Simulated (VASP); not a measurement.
Set up this calculation in VASP 6.6.1, as the native input.

```yaml
Task: single point
Functional: PBEsol
Potentials_or_basis: VASP PAW PBE potentials, release 64 (Pt)
Cutoff: 520 eV
k_mesh: 20 × 20 × 20
Occupations: fermi-dirac, width 0.15 eV
Spin: no spin polarisation
Dipole_correction: no
Further_INCAR_settings: ALGO = Normal; EDIFF = 1e-07; NBANDS = 11
```

The structure of Pt lies in POSCAR:

```
Pt
1.0
    0.0000000000      1.9609000050      1.9609000050
    1.9609000050      0.0000000000      1.9609000050
    1.9609000050      1.9609000050      0.0000000000
Pt
1
Direct
    0.0000000000      0.0000000000      0.0000000000
```

One way to write it, as run:

INCAR

```
SYSTEM = Pt
PREC = Accurate ; ENCUT = 520
EDIFF = 1E-7 ; ISMEAR = -1
SIGMA = 0.15 ; LREAL = .FALSE.
LASPH = .TRUE. ; NELM = 80
ALGO = Normal ; ISIF = 2
LWAVE = .FALSE. ; LCHARG = .TRUE.
GGA = PS ; LELF = .TRUE.
LVHAR = .TRUE. ; NBANDS = 11
```

KPOINTS

```
regular mesh
0
G
  20 20 20
  0 0 0
```

Potentials or basis: VASP PAW PBE potentials, release 64 (Pt).

Launch:

```sh
$ cat potpaw_PBE.64/Pt/POTCAR > POTCAR
$ mpirun -np 1 vasp_std > vasp.out
```

Results of the run:

| Property | Result |
| --- | --- |
| Pressure | -0.4 GPa |
| Band gap on the k mesh | zero (band 5 reaches 11.60 eV, above the bottom of band 6 at 9.36 eV) |

Caveat: the PAW data sets were made with another functional, which shifts forces and pressure a little; spin-orbit coupling is left out, which moves the levels of the heavy elements.

It took 100 s on 1 thread of AMD EPYC 7R13 (shared host), peak memory 0.14 GiB.
